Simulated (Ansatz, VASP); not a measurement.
# TaOs in VASP and in Ansatz

File INCAR:

```
PREC     = Accurate       # precision mode
ENCUT    = 600            # plane-wave cutoff, eV
EDIFF    = 1E-6           # SCF threshold, eV
ISMEAR   = 0              # smearing method
SIGMA    = 0.1            # smearing width, eV
LREAL    = F              # projectors in reciprocal space
LASPH    = T              # aspherical terms in the spheres
NELM     = 80             # most SCF steps
ALGO     = Fast           # electronic algorithm
ISIF     = 3              # what is computed and relaxed
LWAVE    = F              # write WAVECAR
LCHARG   = F              # write CHGCAR
GGA      = PE             # functional
IBRION   = 2              # ionic algorithm
NSW      = 100            # ionic steps
EDIFFG   = -0.01          # ionic threshold
```

The input KPOINTS:

```
Automatic mesh
0
Gamma
  24 24 12
```

File POSCAR:

```
TaOs
1.0
    2.8587988300      0.0000000000      0.0000000000
   -1.4293994100      2.4757924100      0.0000000000
    0.0000000000      0.0000000000      4.5719358800
Ta Os
1 1
Direct
    0.0000000000      0.0000000000      0.0000000000
    0.3333333300      0.6666666700      0.5000000000
```

Input for Ansatz:

```yaml
crystal:
  lattice:
    - [2.85879883, 0.0, 0.0]
    - [-1.42939941, 2.47579241, 0.0]
    - [0.0, 0.0, 4.57193588]
  atoms:
    - { symbol: Ta, position: [0.0, 0.0, 0.0] }
    - { symbol: Os, position: [0.33333333, 0.66666667, 0.5] }
basis:
  ecutwfc: 420
kpoints:
  mp_grid: { grid: [24, 24, 12] }
hamiltonian:
  xc: pbe
scf:
  occupations: { method: gaussian, width: 0.1 }
output:
  forces: true
  stress: true
  eigenvalues: true
  write_density: true
  write_potential: true
  elf: true
  volumetric_format: npy
relax:
  adjacent_minimum: "off"
  f_tol: 0.01
  max_steps: 80
  cell: { stress_tol: 0.05 }
```

Alike in both runs: task relaxation of cell and atoms; functional PBE; k mesh 24 × 24 × 12; occupations gaussian, width 0.1 eV; no spin polarisation.

```csv
,VASP,Ansatz
version,VASP 6.6.1,Ansatz 0.2.0
potentials or method,"VASP PAW PBE potentials, release 64 (Ta_pv, Os), cutoff 600 eV","scalar-relativistic, plane waves, PAW"
valence electrons in the cell,19,29
```

Ansatz gave:

```
gap on the k mesh at the Fermi level, each at its own relaxed structure (eV)  : none
relaxed volume (Å³/atom)                                                      : 16.19
relaxed length of the cell vector where the two differ most in proportion (Å) : 2.898
```

Problem. Estimate VASP's values.

Solution. gap on the k mesh at the Fermi level, each at its own relaxed structure (eV): none; relaxed volume (Å³/atom): 16.21; relaxed length of the cell vector where the two differ most in proportion (Å): 2.900.

A gap of «none» marks a metal or a gap that the smearing closes. VASP's potentials hold 19 valence electrons a cell and Ansatz's 29, so a difference there can come from the potentials and not from the codes.

Spin-orbit coupling is off throughout.
